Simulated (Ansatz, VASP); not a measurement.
One calculation of TePtW5, two programs

```
Te Pt W
1.0
     3.20000    0.00000    0.00000
     0.00000    3.20000    0.00000
     0.00000    0.00000   24.80000
Te Pt W
2 2 10
Direct
  0.00000 0.50000 0.94150
  0.50000 0.00000 0.05850
  0.50000 0.00000 0.86290
  0.00000 0.50000 0.13710
  0.50000 0.00000 0.20970
  0.00000 0.50000 0.27420
  0.00000 0.50000 0.40320
  0.50000 0.00000 0.46770
  0.50000 0.00000 0.33870
  0.50000 0.00000 0.72580
  0.00000 0.50000 0.66130
  0.50000 0.00000 0.59680
  0.00000 0.50000 0.53230
  0.00000 0.50000 0.79030
```

Alike in both runs: task relaxation of cell and atoms; functional PBE; k mesh 5 × 5 × 1; occupations gaussian, width 0.2 eV; no spin polarisation.

|  | VASP | Ansatz |
| --- | --- | --- |
| version | VASP 6.6.1 | Ansatz 0.2.0 |
| potentials or method | VASP PAW PBE potentials, release 64 (Te, Pt, W_sv), cutoff 600 eV | scalar-relativistic, plane waves, PAW |
| valence electrons in the cell | 172 | 208 |

|  | VASP | Ansatz | Ansatz less VASP |
| --- | --- | --- | --- |
| gap on the k mesh at the Fermi level, each at its own relaxed structure (eV) | none | none | - |
| relaxed volume (Å³/atom) | 17.93 | 18.19 | +0.256 |
| relaxed cell length with the largest relative difference (Å) | 23.782 | 24.176 | +0.3948 |

A gap of «none» marks a metal or a gap that the smearing closes. VASP's potentials hold 172 valence electrons a cell and Ansatz's 208, so a difference there can come from the potentials and not from the codes.

The k mesh is coarse, so the values compare programs but aren't converged. Spin-orbit coupling is off throughout.
